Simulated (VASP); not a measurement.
Runs of VASP 6.6.1 on LuGeO. The structure is that of space group P-6m2 (No. 187), or close to it. The cells are those of the table. The cell was built from a structure type or drawn by symmetry, and may not be a known phase.

| task | cell | k mesh | cutoff (eV) | gap on the mesh (eV) | pressure (GPa) | relaxed volume (Å³/atom) |
| --- | --- | --- | --- | --- | --- | --- |
| single point | a = 4.092, b = 4.092, c = 3.451 Å, angles 90.0, 90.0, 120.0°, 3 atoms | 12 × 12 × 12 | 520 | none | 0.2 | - |
| single point | a = 3.930, b = 3.930, c = 3.789 Å, angles 90.0, 90.0, 120.0°, 3 atoms | 6 × 6 × 6 | 520 | none | (a) | - |
| relaxation of cell and atoms | relaxed from a = 3.930, b = 3.930, c = 3.789 Å, angles 90.0, 90.0, 120.0°, 3 atoms | 12 × 12 × 12 | 600 | none | 0.0 | (b) |
| single point | a = 4.098, b = 4.098, c = 3.669 Å, angles 90.0, 90.0, 120.0°, 3 atoms | 6 × 6 × 6 | 520 | none | -4.2 | - |
| relaxation of cell and atoms | relaxed from a = 4.098, b = 4.098, c = 3.669 Å, angles 90.0, 90.0, 120.0°, 3 atoms | 6 × 6 × 6 | 600 | none | -0.2 | 16.98 |

Alike in all rows: level PBE; potentials or basis VASP PAW PBE potentials, release 64 (Lu, Ge_d, O); no spin polarisation; smearing gaussian 0.1 eV.

Q: Fill in the values left out.

A: (a) 0.1; (b) 16.72.

Caveats: spin-orbit coupling is left out, which moves the levels of the heavy elements; an odd number of electrons without spin polarisation forces a metal; a magnetic or distorted state may lie lower; the cell stands under tension (at least some runs).

A k mesh can miss the band edges, and the runs leave out spin-orbit coupling on Ge, Lu.

A gap of «none» marks levels without a gap at the run's occupations.
